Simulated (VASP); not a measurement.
Input of a VASP 6.6.1 run:

Contents of INCAR:

```
SYSTEM = CuGe4
PREC     = Accurate       ! precision mode
ENCUT    = 520            ! plane-wave cutoff, eV
EDIFF    = 1E-6           ! SCF threshold, eV
ISMEAR   = 0              ! smearing method
SIGMA    = 0.1            ! smearing width, eV
LREAL    = .False.        ! projectors in reciprocal space
LASPH    = .True.         ! aspherical terms in the spheres
NELM     = 60             ! most SCF steps
ALGO     = Normal         ! electronic algorithm
ISIF     = 2              ! what is computed and relaxed
LWAVE    = .False.        ! write WAVECAR
LCHARG   = .False.        ! write CHGCAR
LDIPOL   = .True.       
IDIPOL   = 3            
DIPOL    = 0.5 0.5 0.335
GGA      = PE             ! functional
IVDW     = 12             ! dispersion correction
NBANDS   = 42             ! bands
```

File KPOINTS:

```
Automatic mesh
0
Gamma
  9 9 1
  0 0 0
```

The input POSCAR:

```
CuGe4
1.0
    4.0303587933      0.0000000000      0.0000000000
   -2.0151793967      3.4903931014      0.0000000000
    0.0000000000      0.0000000000     21.4984134729
Ge Cu
4 1
Direct
    0.3333333333      0.6666666667      0.1860602414
    0.0000000000      0.0000000000      0.2243278812
    0.0000000000      0.0000000000      0.3459155542
    0.6666666667      0.3333333333      0.3813496974
    0.8888888889      0.7777777778      0.5348493966
```

Potentials or basis: VASP PAW PBE potentials, release 64 (Ge_d, Cu).

Launch:

```bash
$ cat potpaw_PBE.64/Ge_d/POTCAR potpaw_PBE.64/Cu/POTCAR > POTCAR
$ mpirun -np 1 vasp_std > vasp.out
```

Problem. What does it give for the largest force?

Solution. 0.520 eV/Å.

Problem. What does it give for the dispersion energy per atom?

Solution. -0.232 eV.

Problem. Estimate the band gap on the k mesh.

Solution. Zero (an odd number of electrons rules out a gap without spin polarisation).

Forces on the atoms (eV/Å):
```
Ge   0.000 -0.037  0.160
Ge   0.000  0.037 -0.105
Ge   0.000  0.002 -0.055
Ge   0.000  0.134  0.502
Cu   0.000 -0.136 -0.502
```
